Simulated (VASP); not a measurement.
# BN in VASP: notebook, part 2 of 2

VASP 6.6.1.

## Step 3: Single point, PBE+D3(BJ) (atoms displaced along a vibrational mode, the cell strained)

INCAR reads:

```
PREC = Accurate
ENCUT = 520
EDIFF = 1E-6
ISMEAR = 1
SIGMA = 0.05
LREAL = False
LASPH = True
NELM = 100
ALGO = Normal
ISIF = 2
LWAVE = False
LCHARG = False
GGA = PE
IVDW = 12
NBANDS = 16
```

KPOINTS reads:

```
regular mesh
0
Gamma
  12 12 4
```

POSCAR reads:

```
BN
1.0
    2.3306848890      0.0000000000      0.0000000000
   -1.1653424445      2.1703573356      0.0000000000
    0.0000000000      0.0000000000      6.5923998870
B N
2 2
Direct
    0.0000000000      0.0000000000      0.5000000000
    0.3333333333      0.6666666667      0.0000000000
    0.0000000000      0.0000000000      0.0000000000
    0.6666666667      0.3333333333      0.5000000000
```

Potentials or basis: VASP PAW PBE potentials, release 64 (B, N).

Started as:

```
$ cat potpaw_PBE.64/B/POTCAR potpaw_PBE.64/N/POTCAR > POTCAR
$ mpirun -np 1 vasp_std > vasp.out
```

Run time: 69 s. Hardware: 1 thread of Intel Xeon 8259CL, shared host; peak memory 0.19 GiB.

The run converged. Its results:

| Item | Value |
| --- | --- |
| Free energy | -35.1245 eV |
| Pressure | 32.3 GPa |
| Largest force | 1.401 eV/Å |
| Band gap on the k mesh | 4.32 eV (least direct gap 4.80 eV) |
| Dispersion energy per atom | -0.152 eV |

Forces in eV/Å, atoms in the order of the input:
```
B    0.000 -1.389  0.000
B    0.000 -1.394  0.000
N    0.000  1.382  0.000
N    0.000  1.401  0.000
```

Stress tensor (GPa, compression positive):
```
81.64  0.00  0.00
 0.00 15.77  0.00
 0.00  0.00 -0.48
```

Levels at points of the mesh, in eV from the valence-band top:
```tsv
k point	band 5	band 6	band 7	band 8	band 9	band 10	band 11	band 12
(0.00, 0.00, 0.00)	-1.53	-1.44	-0.99	-0.89	5.16	10.61	10.88	11.31
(0.50, 0.00, 0.00)	-4.72	-4.61	-1.16	-0.57	4.67	5.78	10.07	10.15
(0.00, 0.50, 0.00)	-3.53	-3.43	-1.93	-1.28	4.32	5.62	11.27	11.84
(0.00, 0.00, 0.50)	-1.53	-1.44	-0.99	-0.89	7.61	7.64	11.18	11.27
(0.50, 0.00, 0.50)	-4.71	-4.62	-0.86	-0.77	4.94	5.01	10.25	10.34
(0.00, 0.50, 0.50)	-3.53	-3.43	-1.60	-1.51	4.65	4.68	12.27	12.40
```

Caveat: the cell differs from its parent crystal (atoms displaced along a vibrational mode, the cell strained); the cell stands under pressure; forces of over 1 eV/Å act on the atoms, so gaps and moduli don't describe the material at rest.

## Step 4: Single point, PBE+D3(BJ) (atoms displaced along a vibrational mode, the cell strained)

INCAR reads:

```
PREC = Accurate ; ENCUT = 520
EDIFF = 1E-7 ; ISMEAR = 1
SIGMA = 0.05 ; LREAL = False
LASPH = True ; NELM = 80
ALGO = Normal ; ISIF = 2
LWAVE = False ; LCHARG = True
GGA = PE ; IVDW = 12
LELF = True ; LVHAR = True
NBANDS = 16
```

KPOINTS is that of step 3.

Changes to POSCAR since step 3:

```diff
@@ -2,4 +2,4 @@
 1.0
-    2.3306848890      0.0000000000      0.0000000000
-   -1.1653424445      2.1703573356      0.0000000000
+    2.3890773168      0.0000000000      0.0000000000
+   -1.1945386584      2.1703573356      0.0000000000
     0.0000000000      0.0000000000      6.5923998870
```

Started as:

```
$ cat potpaw_PBE.64/B/POTCAR potpaw_PBE.64/N/POTCAR > POTCAR
$ mpirun -np 1 vasp_std > vasp.out
```

Run time: 82 s. Hardware: 1 thread of Intel Xeon 8259CL, shared host; peak memory 0.2 GiB.

It converged, with:

| Property | Result |
| --- | --- |
| Free energy | -35.4671 eV |
| Pressure | 19.8 GPa |
| Largest force | 0.808 eV/Å |
| Band gap on the k mesh | 4.36 eV (least direct gap 4.68 eV) |
| Dispersion energy per atom | -0.149 eV |

Forces on the atoms (eV/Å):
```
B    0.000 -0.800  0.000
B    0.000 -0.803  0.000
N    0.000  0.795  0.000
N    0.000  0.808  0.000
```

Stress tensor (GPa, compression positive):
```
50.25  0.00  0.00
 0.00  9.48  0.00
 0.00  0.00 -0.35
```

Levels at points of the mesh, in eV from the valence-band top:
| k point | band 4 | band 5 | band 6 | band 7 | band 8 | band 9 | band 10 | band 11 | band 12 | band 13 |
| --- | --- | --- | --- | --- | --- | --- | --- | --- | --- | --- |
| (0.00, 0.00, 0.00) | -4.49 | -1.47 | -1.37 | -1.16 | -1.06 | 5.22 | 10.54 | 11.15 | 11.48 | 12.68 |
| (0.50, 0.00, 0.00) | -9.04 | -4.54 | -4.43 | -1.22 | -0.61 | 4.57 | 5.69 | 9.92 | 9.99 | 13.23 |
| (0.00, 0.50, 0.00) | -9.23 | -3.79 | -3.68 | -1.70 | -1.06 | 4.36 | 5.61 | 10.88 | 11.25 | 13.11 |
| (0.00, 0.00, 0.50) | -5.64 | -1.46 | -1.37 | -1.16 | -1.06 | 7.65 | 7.68 | 11.36 | 11.44 | 12.69 |
| (0.50, 0.00, 0.50) | -9.08 | -4.53 | -4.44 | -0.91 | -0.82 | 4.84 | 4.90 | 10.11 | 10.19 | 14.00 |
| (0.00, 0.50, 0.50) | -9.27 | -3.78 | -3.69 | -1.38 | -1.28 | 4.67 | 4.71 | 11.54 | 11.54 | 13.90 |

Caveat: the cell differs from its parent crystal (atoms displaced along a vibrational mode, the cell strained); the cell stands under pressure. A k mesh can miss the band edges.

## Step 5: Single point, PBE+D3(BJ) (atoms displaced along a vibrational mode, the cell strained)

INCAR reads:

```
SYSTEM = BN
  PREC = Accurate
  ENCUT = 520
  EDIFF = 1E-6
  ISMEAR = 1
  SIGMA = 0.05
  LREAL = .FALSE.
  LASPH = .TRUE.
  NELM = 80
  ALGO = Normal
  ISIF = 2
  LWAVE = .FALSE.
  LCHARG = .TRUE.
  GGA = PE
  IVDW = 12
  LELF = .TRUE.
  LVHAR = .TRUE.
  NBANDS = 16
```

KPOINTS reads:

```
regular mesh
0
G
  12 12 4
  0 0 0
```

Changes to POSCAR since step 4:

```diff
@@ -2,4 +2,4 @@
 1.0
-    2.3890773168      0.0000000000      0.0000000000
-   -1.1945386584      2.1703573356      0.0000000000
+    2.4477203560      0.0000000000      0.0000000000
+   -1.2238601780      2.1703573356      0.0000000000
     0.0000000000      0.0000000000      6.5923998870
```

Started as:

```
$ cat potpaw_PBE.64/B/POTCAR potpaw_PBE.64/N/POTCAR > POTCAR
$ mpirun -np 1 vasp_std > vasp.out
```

Wall time 97 s (1 thread of Intel Xeon 8259CL, shared host); peak memory 0.2 GiB.

It converged, with:

* Free energy: -35.6586 eV
* Pressure: 9.1 GPa
* Largest force: 0.345 eV/Å
* Band gap on the k mesh: 4.36 eV (least direct gap 4.56 eV)
* Dispersion energy per atom: -0.146 eV

Forces on the atoms (eV/Å):
```
B    0.000 -0.340  0.000
B    0.000 -0.342  0.000
N    0.000  0.338  0.000
N    0.000  0.345  0.000
```

Stress tensor (GPa, compression positive):
```
23.28  0.00  0.00
 0.00  4.39  0.00
 0.00  0.00 -0.24
```

Levels at points of the mesh, in eV from the valence-band top:
```
           k point  band 5  band 6  band 7  band 8  band 9  band 10  band 11  band 12
(0.00, 0.00, 0.00)   -1.44   -1.34   -1.31   -1.21    5.23    10.41    11.36    11.57
(0.50, 0.00, 0.00)   -4.39   -4.27   -1.29   -0.66    4.45     5.59     9.75     9.83
(0.00, 0.50, 0.00)   -4.03   -3.91   -1.52   -0.87    4.36     5.56    10.29    10.47
(0.00, 0.00, 0.50)   -1.44   -1.34   -1.31   -1.21    7.64     7.67    11.46    11.55
(0.50, 0.00, 0.50)   -4.38   -4.28   -0.97   -0.87    4.72     4.79     9.95    10.04
(0.00, 0.50, 0.50)   -4.02   -3.92   -1.19   -1.09    4.65     4.70    10.65    10.71
```

Caveat: the cell differs from its parent crystal (atoms displaced along a vibrational mode, the cell strained); the cell stands under pressure. A k mesh can miss the band edges.

## Step 6: Single point, PBE+D3(BJ) (atoms displaced along a vibrational mode, the cell strained)

INCAR reads:

```
PREC = Accurate ; ENCUT = 520
EDIFF = 1E-6 ; ISMEAR = 1
SIGMA = 0.05 ; LREAL = False
LASPH = True ; NELM = 60
ALGO = Normal ; ISIF = 2
LWAVE = False ; LCHARG = True
GGA = PE ; IVDW = 12
LELF = True ; LVHAR = True
NBANDS = 16
```

KPOINTS reads:

```
Automatic mesh
0
Gamma
  12 12 4
```

Changes to POSCAR since step 5:

```diff
@@ -2,4 +2,4 @@
 1.0
-    2.4477203560      0.0000000000      0.0000000000
-   -1.2238601780      2.1703573356      0.0000000000
+    2.5645052117      0.0000000000      0.0000000000
+   -1.2822526059      2.1703573356      0.0000000000
     0.0000000000      0.0000000000      6.5923998870
```

Potentials or basis: VASP PAW PBE potentials, release 64 (B, N).

Started as:

```
$ cat potpaw_PBE.64/B/POTCAR potpaw_PBE.64/N/POTCAR > POTCAR
$ mpirun -np 1 vasp_std > vasp.out
```

It took 78 s on 1 thread of Intel Xeon 8259CL, shared host; peak memory 0.2 GiB.

Results (log left out):

* Free energy: -35.6676 eV
* Pressure: -7.7 GPa
* Largest force: 0.244 eV/Å
* Band gap on the k mesh: 4.27 eV (least direct gap 4.37 eV)
* Dispersion energy per atom: -0.139 eV

Forces in eV/Å, atoms in the order of the input:
```
B    0.000  0.239  0.000
B    0.000  0.241  0.000
N    0.000 -0.236  0.000
N    0.000 -0.244  0.000
```

Stress tensor (GPa, compression positive):
```
-19.69   0.00   0.00
  0.00  -3.40   0.00
  0.00   0.00  -0.06
```

Levels at points of the mesh, in eV from the valence-band top:
```
           k point  band 4  band 5  band 6  band 7  band 8  band 9  band 10  band 11  band 12  band 13
(0.00, 0.00, 0.00)   -3.91   -1.52   -1.43   -1.40   -1.31    5.21    10.13    10.94    11.07    11.08
(0.50, 0.00, 0.00)   -8.72   -4.07   -3.93   -1.39   -0.73    4.27     5.43     9.45     9.54    12.58
(0.00, 0.50, 0.00)   -8.64   -4.39   -4.26   -1.17   -0.54    4.34     5.44     8.83     8.97    12.74
(0.00, 0.00, 0.50)   -5.10   -1.51   -1.43   -1.40   -1.31    7.52     7.57    10.96    11.06    11.33
(0.50, 0.00, 0.50)   -8.77   -4.06   -3.95   -1.06   -0.94    4.53     4.59     9.66     9.77    13.37
(0.00, 0.50, 0.50)   -8.68   -4.38   -4.27   -0.86   -0.74    4.58     4.66     9.00     9.12    13.42
```

Caveat: the cell differs from its parent crystal (atoms displaced along a vibrational mode, the cell strained); the cell stands under tension. A k mesh can miss the band edges.

## Step 7: Summary

```tsv
cell	gap on the mesh (eV)	pressure (GPa)	largest force (eV/Å)
a = 2.506, b = 2.506, c = 6.592 Å, angles 90.0, 90.0, 120.0°, 4 atoms	4.35	0.1	-
a = 2.331, b = 2.463, c = 6.592 Å, angles 90.0, 90.0, 118.2°, 4 atoms	4.32	32.3	1.40
a = 2.389, b = 2.477, c = 6.592 Å, angles 90.0, 90.0, 118.8°, 4 atoms	4.36	19.8	0.81
a = 2.448, b = 2.492, c = 6.592 Å, angles 90.0, 90.0, 119.4°, 4 atoms	4.36	9.1	0.34
a = 2.565, b = 2.521, c = 6.592 Å, angles 90.0, 90.0, 120.6°, 4 atoms	4.27	-7.7	0.24
```

Alike in all rows: task single point; level PBE+D3(BJ); potentials or basis VASP PAW PBE potentials, release 64 (B, N); no spin polarisation; k mesh 12 × 12 × 4; cutoff (eV) 520; smearing methfessel-paxton 0.05 eV.

Caveats: the cell stands under pressure (at least some runs); forces of over 1 eV/Å act on the atoms, so gaps and moduli don't describe the material at rest (at least some runs); the cell stands under tension (at least some runs).

Total energies depend on the potentials used, so only differences within one code and one set of settings carry meaning.
